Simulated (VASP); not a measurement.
# NiO (I4/mmm) in VASP: a series of runs, part 2 of 2

VASP 6.6.1.

## Step 4: Electric field gradients, PBE, collinear spin, ferromagnetic start (zz strain of +2 %)

File INCAR:

```
  ALGO = Normal
  EDIFF = 1E-8
  ENCUT = 520
  GGA = PE
  ISIF = 2
  ISMEAR = -1
  ISPIN = 2
  LASPH = True
  LCHARG = False
  LEFG = True
  LMAXMIX = 4
  LORBIT = 11
  LREAL = False
  LWAVE = False
  MAGMOM = 1.5 0
  NBANDS = 19
  NELM = 150
  PREC = Accurate
  SIGMA = 0.03
```

File KPOINTS:

```
k-points
0
Gamma
  17 17 17
```

File POSCAR:

```
NiO
1.0
    0.0000000000      2.0913100000      2.1331362000
    2.0913100000      0.0000000000      2.1331362000
    2.0913100000      2.0913100000      0.0000000000
Ni O
1 1
Direct
    0.0000000000      0.0000000000      0.0000000000
    0.5000000000      0.5000000000      0.5000000000
```

Potentials or basis: VASP PAW PBE potentials, release 64 (Ni, O).

On the command line:

```sh
$ cat potpaw_PBE.64/Ni/POTCAR potpaw_PBE.64/O/POTCAR > POTCAR
$ mpirun -np 1 vasp_std > vasp.out
```

OUTCAR:

```text
EDIFF = 1E-8
   ENCUT = 520
   GGA = PE
   ISIF = 2
   ISMEAR = -1
   ISPIN = 2
   LASPH = True
   LORBIT = 11
   LREAL = False
   NELM = 150
   PREC = Accurate

 ion  position               nearest neighbor table
   1  0.000  0.000  0.000-   2 2.09   2 2.09   2 2.09   2 2.09   2 2.13   2 2.13
   2  0.500  0.500  0.500-   1 2.09   1 2.09   1 2.09   1 2.09   1 2.13   1 2.13

  LATTYP: Found a body centered tetragonal cell.
 ALAT       =     2.9575589651
 C/A-ratio  =     1.4424978336

  Lattice vectors:

 A1 = (  -2.0913100000,   0.0000000000,   2.1331362000)
 A2 = (   2.0913100000,   0.0000000000,   2.1331362000)
 A3 = (   0.0000000000,   2.0913100000,  -2.1331362000)

Analysis of symmetry for initial positions (statically):
=====================================================================
 Subroutine PRICEL returns:
 Original cell was already a primitive cell.

 Routine SETGRP: Setting up the symmetry group for a
 body centered tetragonal supercell.

 Subroutine GETGRP returns: Found 16 space group operations
 (whereof 16 operations were pure point group operations)
 out of a pool of 16 trial point group operations.

The static configuration has the point symmetry D_4h.

Analysis of symmetry for dynamics (positions and initial velocities):
=====================================================================
 Subroutine PRICEL returns:
 Original cell was already a primitive cell.

 Routine SETGRP: Setting up the symmetry group for a
 body centered tetragonal supercell.

 Subroutine GETGRP returns: Found 16 space group operations
 (whereof 16 operations were pure point group operations)
 out of a pool of 16 trial point group operations.

The dynamic configuration has the point symmetry D_4h.

Analysis of structural, dynamic, and magnetic symmetry:
=====================================================================
 Subroutine PRICEL returns:
 Original cell was already a primitive cell.

 Routine SETGRP: Setting up the symmetry group for a
 body centered tetragonal supercell.

 Subroutine GETGRP returns: Found 16 space group operations
 (whereof 16 operations were pure point group operations)
 out of a pool of 16 trial point group operations.

The overall configuration has the point symmetry D_4h.

 Subroutine INISYM returns: Found 16 space group operations
 (whereof 16 operations are pure point group operations),
 and found     1 'primitive' translations

----------------------------------------------------------------------------------------

                                     Primitive cell

  volume of cell :      18.6589

  direct lattice vectors                    reciprocal lattice vectors
     0.000000000  2.091310000  2.133136200    -0.239084593  0.239084593  0.234396660
     2.091310000  0.000000000  2.133136200     0.239084593 -0.239084593  0.234396660
     2.091310000  2.091310000  0.000000000     0.239084593  0.239084593 -0.234396660

  length of vectors
[... 105 lines left out ...]
  Thomas-Fermi vector in A             =   2.659278
   LORBIT       =     11    0 simple, 1 ext, 2 COOP (PROOUT), +10 PAW based schemes
   GGA     = PE    functional components
   LHFCALC =     F    Hartree Fock is set to
   AEXX    =    0.0000 exact exchange contribution
   IVDW    =     0    specifies the selected vdW correction
   LEPSILON=     F    determine dielectric tensor
   LRPA    =     F    only Hartree local field effects (RPA)
 spin polarized calculation
  energy-cutoff  :      520.00
  volume of cell :       18.66
 maximum number of plane-waves:       532
   NGX = 11   NGY = 11   NGZ = 11

 number of electron      16.0000013 magnetization       1.7617209

 Free energy of the ion-electron system (eV)
  ---------------------------------------------------
  ext. energy  EPLUGINS =         0.00000000
  ---------------------------------------------------
  free energy    TOTEN  =       -11.47945233 eV

  energy without entropy =      -11.47605161  energy(sigma->0) =      -11.47775197

 E-fermi :   7.5474     XC(G=0): -12.5379

 val. band max:        7.5454880259   @ k =  -0.4706   0.1765   0.1176
 cond. band min:       7.5474207946   @ k =  -0.2353   0.1765   0.0588
 fundamental gap:      0.0019327687
 Fermi energy:         7.5473678769

 spin component 1

 k-point     1 :       0.0000    0.0000    0.0000
  band No.  band energies     occupation
      1     -12.5953      1.00000
      2       4.4263      1.00000
      3       4.4471      1.00000
      4       4.6311      1.00000
      5       4.6311      1.00000
      6       4.6925      1.00000
[... 517 lines left out ...]
     18      34.5869      0.00000
     19      36.8030      0.00000

 [... further k-points ...]

 spin component 2

 k-point     1 :       0.0000    0.0000    0.0000
  band No.  band energies     occupation
      1     -12.1534      1.00000
      2       5.1283      1.00000
      3       5.1283      1.00000
      4       5.2246      1.00000
      5       5.7003      1.00000
      6       5.7887      1.00000
[... 517 lines left out ...]
     18      35.1494      0.00000
     19      37.3965      0.00000

 [... further k-points ...]
[... 5 lines left out ...]
  --------------------------------------------------------------------------------------
  -------------------------------------------------------------------------------------
  Total        0.1076554      0.1076554     -0.0632078     -0.0000000      0.0000000     -0.0000000
  in kB        9.2440218      9.2440218     -5.4274489     -0.0000000      0.0000000     -0.0000000
  external PRESSURE =       4.3535316 kB  Pullay stress =       0.0000000 kB

 VOLUME and BASIS-vectors are now :
 -----------------------------------------------------------------------------
  energy-cutoff  :      520.00
  volume of cell :       18.66
      direct lattice vectors                 reciprocal lattice vectors
     0.000000000  2.091310000  2.133136200    -0.239084593  0.239084593  0.234396660
     2.091310000  0.000000000  2.133136200     0.239084593 -0.239084593  0.234396660
     2.091310000  2.091310000  0.000000000     0.239084593  0.239084593 -0.234396660

 POSITION                                       TOTAL-FORCE (eV/Angst)
 -----------------------------------------------------------------------------------
      0.00000      0.00000      0.00000         0.000000      0.000000      0.000000
      2.09131      2.09131      2.13314        -0.000000      0.000000     -0.000000
 -----------------------------------------------------------------------------------
    total drift:                                0.000000     -0.000000     -0.000000

  FREE ENERGIE OF THE ION-ELECTRON SYSTEM (eV)
  ---------------------------------------------------
  free  energy   TOTEN  =       -11.4794523276 eV

  energy  without entropy=      -11.4760516066  energy(sigma->0) =      -11.47775197

 Electric field gradients (V/A^2)
---------------------------------------------------------------------
 ion       V_xx      V_yy      V_zz      V_xy      V_xz      V_yz
---------------------------------------------------------------------
   1      -0.808    -0.808     1.616    -0.004    -0.002    -0.002
   2       2.308     2.308    -4.615    -0.002    -0.002    -0.002
---------------------------------------------------------------------

 Electric field gradients after diagonalization (V/A^2)
 (convention: |V_zz| > |V_xx| > |V_yy|)
----------------------------------------------------------------------
 ion       V_xx      V_yy      V_zz     asymmetry (V_yy - V_xx)/ V_zz
----------------------------------------------------------------------
   1      -0.812    -0.805     1.616       0.004
   2       2.310     2.305    -4.615       0.001
----------------------------------------------------------------------

           NMR quadrupolar parameters

 Cq : quadrupolar parameter    Cq=e*Q*V_zz/h
 eta: asymmetry parameters     (V_yy - V_xx)/ V_zz
 Q  : nuclear electric quadrupole moment in mb (millibarn)
----------------------------------------------------------------------
 ion       Cq(MHz)       eta       Q (mb)
----------------------------------------------------------------------
   1       0.004       0.004       1.000
   2      -0.011       0.001       1.000
----------------------------------------------------------------------

 total charge

# of ion       s       p       d       tot
------------------------------------------
    1        0.325   0.387   8.231   8.943
    2        1.557   3.411   0.000   4.968
--------------------------------------------------
tot          1.881   3.798   8.231  13.911

 magnetization (x)

# of ion       s       p       d       tot
------------------------------------------
    1        0.011   0.015   1.422   1.448
    2        0.027   0.242   0.000   0.269
--------------------------------------------------
tot          0.039   0.257   1.422   1.717
```

OSZICAR:

```text
N       E                     dE             d eps       ncg     rms          rms(c)
DAV:   1     0.844790551849E+02    0.84479E+02   -0.70535E+03 32918   0.104E+03
DAV:   2    -0.849923307057E+01   -0.92978E+02   -0.80963E+02 31923   0.235E+02
DAV:   3    -0.137296255228E+02   -0.52304E+01   -0.49906E+01 35531   0.562E+01
DAV:   4    -0.137777113116E+02   -0.48086E-01   -0.48022E-01 34249   0.525E+00
DAV:   5    -0.137784728584E+02   -0.76155E-03   -0.76147E-03 35231   0.659E-01    0.151E+01
DAV:   6    -0.127834406510E+02    0.99503E+00   -0.13335E+01 40020   0.612E+01    0.193E+01
DAV:   7    -0.115083549470E+02    0.12751E+01   -0.46603E+00 39358   0.490E+01    0.616E+00
DAV:   8    -0.114789276885E+02    0.29427E-01   -0.23276E-01 39486   0.768E+00    0.387E+00
DAV:   9    -0.114792969713E+02   -0.36928E-03   -0.40563E-02 46491   0.356E+00    0.111E+00
DAV:  10    -0.114794360914E+02   -0.13912E-03   -0.65594E-03 33068   0.677E-01    0.346E-01
DAV:  11    -0.114794594682E+02   -0.23377E-04   -0.40868E-04 39144   0.451E-01    0.142E-01
DAV:  12    -0.114794495938E+02    0.98743E-05   -0.44905E-04 43252   0.497E-01    0.565E-02
DAV:  13    -0.114794546870E+02   -0.50932E-05   -0.68900E-05 35554   0.979E-02    0.378E-02
DAV:  14    -0.114794510879E+02    0.35992E-05   -0.17716E-05 42143   0.667E-02    0.814E-03
DAV:  15    -0.114794521956E+02   -0.11078E-05   -0.24434E-06 32680   0.156E-02    0.533E-03
DAV:  16    -0.114794523055E+02   -0.10982E-06   -0.29203E-07 41249   0.144E-02    0.147E-03
DAV:  17    -0.114794523217E+02   -0.16271E-07   -0.13653E-07 43396   0.784E-03    0.124E-03
DAV:  18    -0.114794523276E+02   -0.58781E-08   -0.24364E-08 31354   0.243E-03
   1 F= -.11479452E+02 E0= -.11477752E+02  d E =-.340072E-02  mag=     1.7617
```

Run time: 5.5 min. Hardware: 1 thread of Intel Xeon Platinum 8259CL at 2.50GHz (Skylake/Cascade Lake), shared host; peak memory 0.33 GiB.

What came out:

* Free energy: -11.4795 eV
* Pressure: 0.4 GPa
* Net moment: 1.76 μB per cell
* Site moments: Ni +1.45; O +0.27 μB
* Valence electrons inside the program's atomic spheres: Ni 8.94; O 4.97

Stress tensor (GPa, compression positive):
```
 0.92  0.00  0.00
 0.00  0.92  0.00
 0.00  0.00 -0.54
```

Levels at points of the mesh, in eV from the Fermi level:
Spin up:
| k point | band 5 | band 6 | band 7 | band 8 | band 9 | band 10 | band 11 | band 12 | band 13 | band 14 |
| --- | --- | --- | --- | --- | --- | --- | --- | --- | --- | --- |
| (0.00, 0.00, 0.00) | -2.92 | -2.85 | -2.66 | -2.58 | -2.58 | 1.41 | 17.78 | 18.71 | 18.76 | 18.76 |
Spin down:
```
           k point  band 3  band 4  band 5  band 6  band 7  band 8  band 9  band 10  band 11  band 12
(0.00, 0.00, 0.00)   -2.42   -2.32   -1.85   -1.76   -1.76   -0.57   -0.55     1.76    17.72    18.93
```

Electric field gradients, principal values (V/Å²):
```csv
atom,least,middle,greatest (by size)
1 Ni,-0.805,-0.812,1.616
2 O,2.305,2.310,-4.615
```

Caveat: the cell differs from its parent crystal (zz strain of +2 %); without QUAD_EFG the Cq values of the log hold for a quadrupole moment of 1 mb, not for the nuclei; a cell with one magnetic atom can't hold antiferromagnetic order, which such compounds often take; semilocal functionals often make such compounds metallic where correlation or magnetic order opens a gap, which also shifts bond lengths.

## Step 5: Electric field gradients, PBE, collinear spin, ferromagnetic start (equal xx and yy strain of +2 %)

File INCAR:

```
SYSTEM = NiO
  PREC = Accurate
  ENCUT = 520
  EDIFF = 1E-8
  ISMEAR = -1
  SIGMA = 0.03
  LREAL = .False.
  LASPH = .True.
  NELM = 150
  ALGO = Normal
  ISIF = 2
  LWAVE = .False.
  LCHARG = .False.
  ISPIN = 2
  MAGMOM = 1.5 0
  LORBIT = 11
  LMAXMIX = 4
  GGA = PE
  LEFG = .True.
  NBANDS = 19
```

File KPOINTS:

```
regular mesh
0
Gamma
  17 17 17
  0 0 0
```

File POSCAR:

```
NiO
1.0
    0.0000000000      2.1331362000      2.0913100000
    2.1331362000      0.0000000000      2.0913100000
    2.1331362000      2.1331362000      0.0000000000
Ni O
1 1
Direct
    0.0000000000      0.0000000000      0.0000000000
    0.5000000000      0.5000000000      0.5000000000
```

Potentials or basis: VASP PAW PBE potentials, release 64 (Ni, O).

On the command line:

```sh
$ cat potpaw_PBE.64/Ni/POTCAR potpaw_PBE.64/O/POTCAR > POTCAR
$ mpirun -np 1 vasp_std > vasp.out
```

OUTCAR:

```text
SYSTEM = NiO
   PREC = Accurate
   ENCUT = 520
   EDIFF = 1E-8
   ISMEAR = -1
   LREAL = .False.
   LASPH = .True.
   NELM = 150
   ISIF = 2
   ISPIN = 2
   LORBIT = 11
   GGA = PE

 ion  position               nearest neighbor table
   1  0.000  0.000  0.000-   2 2.09   2 2.09   2 2.13   2 2.13   2 2.13   2 2.13
   2  0.500  0.500  0.500-   1 2.09   1 2.09   1 2.13   1 2.13   1 2.13   1 2.13

  LATTYP: Found a body centered tetragonal cell.
 ALAT       =     3.0167101444
 C/A-ratio  =     1.3864838847

  Lattice vectors:

 A1 = (   0.0000000000,  -2.1331362000,  -2.0913100000)
 A2 = (   0.0000000000,   2.1331362000,  -2.0913100000)
 A3 = (   2.1331362000,   0.0000000000,   2.0913100000)

Analysis of symmetry for initial positions (statically):
=====================================================================
 Subroutine PRICEL returns:
 Original cell was already a primitive cell.

 Routine SETGRP: Setting up the symmetry group for a
 body centered tetragonal supercell.

 Subroutine GETGRP returns: Found 16 space group operations
 (whereof 16 operations were pure point group operations)
[... 1273 lines left out ...]

  FREE ENERGIE OF THE ION-ELECTRON SYSTEM (eV)
  ---------------------------------------------------
  free  energy   TOTEN  =       -11.4769264687 eV

  energy  without entropy=      -11.4736045693  energy(sigma->0) =      -11.47526552

 Electric field gradients (V/A^2)
---------------------------------------------------------------------
 ion       V_xx      V_yy      V_zz      V_xy      V_xz      V_yz
---------------------------------------------------------------------
   1       1.276     1.276    -2.552    -0.001    -0.003    -0.003
   2      -2.251    -2.251     4.501    -0.001    -0.002    -0.002
---------------------------------------------------------------------

 Electric field gradients after diagonalization (V/A^2)
 (convention: |V_zz| > |V_xx| > |V_yy|)
----------------------------------------------------------------------
 ion       V_xx      V_yy      V_zz     asymmetry (V_yy - V_xx)/ V_zz
----------------------------------------------------------------------
   1       1.277     1.274    -2.552       0.001
   2      -2.252    -2.249     4.501       0.001
----------------------------------------------------------------------

           NMR quadrupolar parameters

 Cq : quadrupolar parameter    Cq=e*Q*V_zz/h
 eta: asymmetry parameters     (V_yy - V_xx)/ V_zz
 Q  : nuclear electric quadrupole moment in mb (millibarn)
----------------------------------------------------------------------
 ion       Cq(MHz)       eta       Q (mb)
----------------------------------------------------------------------
   1      -0.006       0.001       1.000
   2       0.011       0.001       1.000
----------------------------------------------------------------------

 total charge

# of ion       s       p       d       tot
------------------------------------------
    1        0.319   0.373   8.215   8.907
    2        1.556   3.403   0.000   4.959
--------------------------------------------------
tot          1.875   3.776   8.215  13.867

 magnetization (x)

# of ion       s       p       d       tot
------------------------------------------
    1        0.011   0.014   1.454   1.479
    2        0.027   0.253   0.000   0.279
--------------------------------------------------
tot          0.038   0.267   1.454   1.759
```

Wall time 5.5 min (1 thread of Intel Xeon Platinum 8259CL at 2.50GHz (Skylake/Cascade Lake), shared host); peak memory 0.33 GiB.

What came out:

```
Free energy                                           : -11.4769 eV
Pressure                                              : -2.8 GPa
Net moment                                            : 1.80 μB per cell
Site moments                                          : Ni +1.48; O +0.28 μB
Valence electrons inside the program's atomic spheres : Ni 8.91; O 4.96
```

Stress tensor (GPa, compression positive):
```
-3.30  0.00  0.00
 0.00 -3.30  0.00
 0.00  0.00 -1.85
```

Electric field gradients, principal values (V/Å²):
```
atom   least  middle  greatest (by size)
1 Ni   1.274   1.277              -2.552
 2 O  -2.249  -2.252               4.501
```

Caveat: the cell differs from its parent crystal (equal xx and yy strain of +2 %); without QUAD_EFG the Cq values of the log hold for a quadrupole moment of 1 mb, not for the nuclei; a cell with one magnetic atom can't hold antiferromagnetic order, which such compounds often take; semilocal functionals often make such compounds metallic where correlation or magnetic order opens a gap, which also shifts bond lengths.

## Step 6: Overview

```csv
cell,gap on the mesh (eV),pressure (GPa),moment (μB)
"a = 2.943, b = 2.943, c = 2.958 Å, angles 59.8, 59.8, 60.3°, 2 atoms",none,5.7,1.68
"a = 2.987, b = 2.987, c = 2.958 Å, angles 60.3, 60.3, 59.3°, 2 atoms",none,0.4,1.76
"a = 2.987, b = 2.987, c = 3.017 Å, angles 59.7, 59.7, 60.7°, 2 atoms",none,-2.8,1.80
```

Alike in all rows: task electric field gradients; level PBE; potentials or basis VASP PAW PBE potentials, release 64 (Ni, O); spin collinear, ferromagnetic start; k mesh 17 × 17 × 17; cutoff (eV) 520; smearing fermi-dirac 0.03 eV.

Caveats: a cell with one magnetic atom can't hold antiferromagnetic order, which such compounds often take; semilocal functionals often make such compounds metallic where correlation or magnetic order opens a gap, which also shifts bond lengths.

Absolute energies hang on the potentials; compare differences alone.
